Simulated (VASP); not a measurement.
# CdS (R3m) in VASP: single point with PBEsol

Aim: the single point of CdS with PBEsol.

Program: VASP 6.6.1. These are calculated values, not measurements. Logs are shortened: lines on timing, memory, paths and dates and some standing lists are left out, and cuts for length are marked.

## 1. The cell of the first run

Symmetry: R3m, No. 160, trigonal system. The conventional cell has a = 4.001 Å, b = 4.001 Å, c = 10.444 Å, α = 90.00°, β = 90.00°, γ = 120.00°. Within 3.3 Å of Cd (site symmetry 3m) lie 4 S at 2.47 to 2.61 Å. Within 3.3 Å of S (site symmetry 3m) lie 4 Cd at 2.47 to 2.61 Å.

## 2. Single point, PBEsol

INCAR reads:

```
  PREC = Accurate
  ENCUT = 540
  EDIFF = 1E-6
  ISMEAR = 0
  SIGMA = 0.02
  LREAL = F
  LASPH = T
  NELM = 120
  ALGO = Normal
  ISIF = 2
  LWAVE = F
  LCHARG = F
  GGA = PS
  NBANDS = 20
  ISYM = 0
  GGA_COMPAT = F
```

KPOINTS reads:

```
Automatic mesh
0
Gamma
  9 9 10
```

POSCAR reads:

```
CdS
1.0
    4.0010046237      0.0000000000      0.0000000000
   -2.0005023119      3.4649716448      0.0000000000
    2.0005023119     -1.1549905483      3.4812698133
Cd S
1 1
Direct
    0.0000000000      0.0000000000      0.0000000000
    0.7500000000      0.2500000000      0.7500000000
```

Potentials or basis: VASP PAW PBE potentials, release 64 (Cd_sv_GW, S).

Command:

```console
> cat potpaw_PBE.64/Cd_sv_GW/POTCAR potpaw_PBE.64/S/POTCAR > POTCAR
> mpirun -np 1 vasp_std > vasp.out
```

OUTCAR:

```text
PREC = Accurate
   ENCUT = 540
   EDIFF = 1E-6
   ISMEAR = 0
   LREAL = F
   LASPH = T
   NELM = 120
   ISIF = 2
   GGA = PS
   ISYM = 0

 ion  position               nearest neighbor table
   1  0.000  0.000  0.000-   2 2.47   2 2.47   2 2.47   2 2.61
   2  0.750  0.250  0.750-   1 2.47   1 2.47   1 2.47   1 2.61

IMPORTANT INFORMATION: All symmetrisations will be switched off!
NOSYMM: (Re-)initialisation of all symmetry stuff for point group C_1.

----------------------------------------------------------------------------------------

                                     Primitive cell

  volume of cell :      48.2621

  direct lattice vectors                    reciprocal lattice vectors
     4.001004624  0.000000000  0.000000000     0.249937227  0.144301325 -0.095750502
    -2.000502312  3.464971645  0.000000000     0.000000000  0.288602650  0.095750502
     2.000502312 -1.154990548  3.481269813     0.000000000  0.000000000  0.287251507

  length of vectors
     4.001004624  4.001004624  4.177948322     0.304071782  0.304071782  0.287251507

  position of ions in fractional coordinates (direct lattice)
     0.000000000  0.000000000  0.000000000
     0.750000000  0.250000000  0.750000000

  ion indices of the primitive-cell ions
   primitive index   ion index
                 1           1
                 2           2

----------------------------------------------------------------------------------------

 KPOINTS: Automatic mesh

Automatic generation of k-mesh.
 Grid dimensions read from file:
 generate k-points for:    9    9   10

 Generating k-lattice:

  Cartesian coordinates                     Fractional coordinates (reciprocal lattice)
     0.027770803  0.016033481 -0.010638945     0.111111111  0.000000000 -0.000000000
     0.000000000  0.032066961  0.010638945     0.000000000  0.111111111  0.000000000
     0.000000000  0.000000000  0.028725151     0.000000000  0.000000000  0.100000000

  Length of vectors
     0.033785754  0.033785754  0.028725151

  Shift w.r.t. Gamma in fractional coordinates (k-lattice)
     0.000000000  0.000000000  0.000000000

 -----------------------------------------------------------------------------
|                                                                             |
|           W    W    AA    RRRRR   N    N  II  N    N   GGGG   !!!           |
|           W    W   A  A   R    R  NN   N  II  NN   N  G    G  !!!           |
|           W    W  A    A  R    R  N N  N  II  N N  N  G       !!!           |
|           W WW W  AAAAAA  RRRRR   N  N N  II  N  N N  G  GGG   !            |
|           WW  WW  A    A  R   R   N   NN  II  N   NN  G    G                |
|           W    W  A    A  R    R  N    N  II  N    N   GGGG   !!!           |
|                                                                             |
|     Your reciprocal lattice and k-lattice belong to different lattice       |
|     classes:                                                                |
|                                                                             |
|        The reciprocal lattice is rhombohedral (trigonal),                   |
|        whereas your k-lattice is base-centered monoclinic.                  |
|                                                                             |
|     Results are often still useful ...                                      |
|                                                                             |
 -----------------------------------------------------------------------------

 WARNING: IBZKPT: internal override: KBLOWUP is changed to .FALSE.
      ... skipping the blow-up phase ...

 Subroutine IBZKPT returns following result:
 ===========================================

 Found    406 irreducible k-points:

 Following reciprocal coordinates:
            Coordinates               Weight
  0.000000  0.000000  0.000000      1.000000
  0.111111 -0.000000 -0.000000      2.000000
  0.222222 -0.000000  0.000000      2.000000
  0.333333 -0.000000  0.000000      2.000000
  0.444444 -0.000000  0.000000      2.000000
  0.000000  0.111111 -0.000000      2.000000
[... 16 lines left out ...]
 -0.111111  0.222222 -0.000000      2.000000
  0.000000  0.333333 -0.000000      2.000000
 [... further k-points ...]
   k-points           NKPTS =    406   k-points in BZ     NKDIM =    406   number of bands    NBANDS=     20
   number of dos      NEDOS =    301   number of ions     NIONS =      2
   total plane-waves  NPLWV =  28800
   dimension x,y,z NGX =    30 NGY =   30 NGZ =   32
   dimension x,y,z NGXF=    60 NGYF=   60 NGZF=   64
   ions per type =               1   1
   NGX,Y,Z   is equivalent  to a cutoff of  12.47, 12.47, 12.73 a.u.
   NGXF,Y,Z  is equivalent  to a cutoff of  24.93, 24.93, 25.47 a.u.
 SYSTEM =  unknown system
   PREC   = accura    normal or accurate (medium, high low for compatibility)
   ISTART =      0    job   : 0-new  1-cont  2-samecut
   ICHARG =      2    charge: 1-file 2-atom 10-const
   ISPIN  =      1    spin polarized calculation?
   LNONCOLLINEAR =      F non collinear calculations
   LSORBIT =      F    spin-orbit coupling
   LASPH  =      T    aspherical Exc in radial PAW
   ENCUT  =  540.0 eV  39.69 Ry    6.30 a.u.   7.58  7.58  7.92*2*pi/ulx,y,z
   NELM   =    120;   NELMIN=  2; NELMDL= -5     # of ELM steps
   EDIFF  = 0.1E-05   stopping-criterion for ELM
   LREAL  =      F    real-space projection
   EDIFFG = 0.1E-04   stopping-criterion for IOM
   NSW    =      0    number of steps for IOM
   IBRION =     -1    ionic relax: 0-MD 1-quasi-New 2-CG
   NFREE  =      0    steps in history (QN), initial steepest desc. (CG)
   ISIF   =      2    stress and relaxation
   ISYM   =      0    0-nonsym 1-usesym 2-fastsym
   POTIM  = 0.5000    time-step for ionic-motion
   TEBEG  =    0.0;   TEEND  =   0.0 temperature during run
   PSTRESS=    0.0 pullay stress
   NELECT =      26.0000    total number of electrons
   NUPDOWN=      -1.0000    fix difference up-down
   EMIN   =  10.00;   EMAX   =-10.00  energy-range for DOS
   EFERMI =   0.00;   METHOD = LEGACY
   ISMEAR =     0;   SIGMA  =   0.02  broadening in eV -4-tet -1-fermi 0-gaus
   EFERMI_NEDOS =   21; number of points for ismear=-14 and -15
   IALGO  =     38    algorithm
   IMIX   =      4    mixing-type and parameters
     AMIX     =   0.40;   BMIX     =  1.00
     AMIX_MAG =   1.60;   BMIX_MAG =  1.00
  volume/ion in A,a.u.               =      24.13       162.84
  Fermi-wavevector in a.u.,A,eV,Ry     =   1.332081  2.517267 24.142701  1.774438
  Thomas-Fermi vector in A             =   2.461043
   LORBIT       =      0    0 simple, 1 ext, 2 COOP (PROOUT), +10 PAW based schemes
   GGA     = PS    functional components
   LHFCALC =     F    Hartree Fock is set to
   AEXX    =    0.0000 exact exchange contribution
   IVDW    =     0    specifies the selected vdW correction
   LEPSILON=     F    determine dielectric tensor
   LRPA    =     F    only Hartree local field effects (RPA)
 non-spin polarized calculation
 Gauss-broadening in eV      SIGMA  =   0.02
  energy-cutoff  :      540.00
  volume of cell :       48.26
 maximum number of plane-waves:      1406
   NGX = 15   NGY = 15   NGZ = 15

 number of electron      26.0000013 magnetization

 Free energy of the ion-electron system (eV)
  ---------------------------------------------------
  ext. energy  EPLUGINS =         0.00000000
  ---------------------------------------------------
  free energy    TOTEN  =        -6.84805447 eV

  energy without entropy =       -6.84805447  energy(sigma->0) =       -6.84805447

 E-fermi :   3.1981     XC(G=0):  -9.6293

 val. band max:        3.1175749818   @ k =   0.0000   0.0000   0.0000
 cond. band min:       4.0791745548   @ k =   0.0000   0.0000   0.0000
 fundamental gap:      0.9615995730
 Fermi energy:         3.1981153149

 k-point     1 :       0.0000    0.0000    0.0000
  band No.  band energies     occupation
      1     -98.2453      2.00000
      2     -59.3441      2.00000
      3     -59.3440      2.00000
      4     -59.3440      2.00000
      5      -9.5296      2.00000
      6      -4.8321      2.00000
[... 12 lines left out ...]
     19      14.5624      0.00000
     20      14.5624      0.00000

 k-point     2 :       0.1111   -0.0000   -0.0000
  band No.  band energies     occupation
      1     -98.2453      2.00000
      2     -59.3441      2.00000
      3     -59.3441      2.00000
      4     -59.3441      2.00000
      5      -9.4725      2.00000
      6      -4.8087      2.00000
[... 12 lines left out ...]
     19      14.0304      0.00000
     20      14.9337      0.00000

 k-point     3 :       0.2222   -0.0000    0.0000
  band No.  band energies     occupation
      1     -98.2454      2.00000
      2     -59.3447      2.00000
      3     -59.3442      2.00000
      4     -59.3442      2.00000
      5      -9.3272      2.00000
      6      -4.7536      2.00000
[... 12 lines left out ...]
     19      13.7241      0.00000
     20      14.2988      0.00000

 k-point     4 :       0.3333   -0.0000    0.0000
  band No.  band energies     occupation
      1     -98.2453      2.00000
      2     -59.3445      2.00000
      3     -59.3443      2.00000
      4     -59.3442      2.00000
      5      -9.1619      2.00000
      6      -4.7016      2.00000
[... 12 lines left out ...]
     19      13.8984      0.00000
     20      14.3651      0.00000

 k-point     5 :       0.4444   -0.0000    0.0000
  band No.  band energies     occupation
      1     -98.2453      2.00000
      2     -59.3448      2.00000
      3     -59.3444      2.00000
      4     -59.3443      2.00000
      5      -9.0552      2.00000
      6      -4.6762      2.00000
[... 12 lines left out ...]
     19      14.7674      0.00000
     20      15.6014      0.00000
[... 353 lines left out ...]
      6      -4.6683      2.00000
[... 12 lines left out ...]
     19      14.9113      0.00000
     20      17.0725      0.00000

 k-point    22 :      -0.2222    0.2222   -0.0000
  band No.  band energies     occupation
      1     -98.2453      2.00000
      2     -59.3446      2.00000
      3     -59.3442      2.00000
      4     -59.3441      2.00000
      5      -9.2732      2.00000
      6      -4.6980      2.00000
[... 12 lines left out ...]
     19      14.7781      0.00000
     20      17.1399      0.00000

 k-point    23 :      -0.1111    0.2222   -0.0000
  band No.  band energies     occupation
      1     -98.2453      2.00000
      2     -59.3445      2.00000
      3     -59.3442      2.00000
      4     -59.3441      2.00000
      5      -9.3441      2.00000
      6      -4.7601      2.00000
[... 12 lines left out ...]
     19      14.2919      0.00000
     20      15.6510      0.00000

 k-point    24 :       0.0000    0.3333   -0.0000
  band No.  band energies     occupation
      1     -98.2453      2.00000
      2     -59.3445      2.00000
      3     -59.3443      2.00000
      4     -59.3442      2.00000
      5      -9.1619      2.00000
      6      -4.7016      2.00000
[... 12 lines left out ...]
     19      13.8984      0.00000
     20      14.3651      0.00000

 [... further k-points ...]

------------------------ aborting loop because EDIFF is reached ----------------------------------------

  FORCE on cell =-STRESS in cart. coord.  units (eV):
  Direction    XX          YY          ZZ          XY          YZ          ZX
  --------------------------------------------------------------------------------------
  -------------------------------------------------------------------------------------
  Total        0.9700468      0.9692734     -1.0530344     -0.0006397     -0.0000385      0.0000584
  in kB       32.2030378     32.1773632    -34.9580120     -0.0212367     -0.0012791      0.0019372
  external PRESSURE =       9.8074630 kB  Pullay stress =       0.0000000 kB

 VOLUME and BASIS-vectors are now :
 -----------------------------------------------------------------------------
  energy-cutoff  :      540.00
  volume of cell :       48.26
      direct lattice vectors                 reciprocal lattice vectors
     4.001004624  0.000000000  0.000000000     0.249937227  0.144301325 -0.095750502
    -2.000502312  3.464971645  0.000000000     0.000000000  0.288602650  0.095750502
     2.000502312 -1.154990548  3.481269813     0.000000000  0.000000000  0.287251507

 POSITION                                       TOTAL-FORCE (eV/Angst)
 -----------------------------------------------------------------------------------
      0.00000      0.00000      0.00000        -0.000003     -0.000021      0.440914
      4.00100     -0.00000      2.61095         0.000003      0.000021     -0.440914
 -----------------------------------------------------------------------------------
    total drift:                               -0.000025     -0.000027      0.003727

  FREE ENERGIE OF THE ION-ELECTRON SYSTEM (eV)
  ---------------------------------------------------
  free  energy   TOTEN  =        -6.8480544723 eV

  energy  without entropy=       -6.8480544723  energy(sigma->0) =       -6.84805447
```

Wall time 3.1 min (1 thread of AMD EPYC 9R45 (Zen 5), shared host); peak memory 0.55 GiB.

Results:

| Property | Result |
| --- | --- |
| Free energy | -6.8481 eV |
| Pressure | 1.0 GPa |
| Largest force | 0.441 eV/Å |
| Band gap on the k mesh | 0.96 eV |

Forces in eV/Å, atoms in the order of the input:
```
Cd   0.000  0.000  0.441
S    0.000  0.000 -0.441
```

Stress tensor (GPa, compression positive):
```
 3.22  0.00  0.00
 0.00  3.22  0.00
 0.00  0.00 -3.50
```

Levels at points of the mesh, in eV from the valence-band top:
```
           k point  band 10  band 11  band 12  band 13  band 14  band 15  band 16  band 17
(0.00, 0.00, 0.00)    -7.39    -0.25     0.00     0.00     0.96     5.87     6.66     6.66
(0.00, 0.00, 0.50)    -7.07    -4.69    -0.66    -0.66     3.12     6.97     7.13     7.13
```

Caveat: the PAW data sets were made with another functional, which shifts forces and pressure a little.
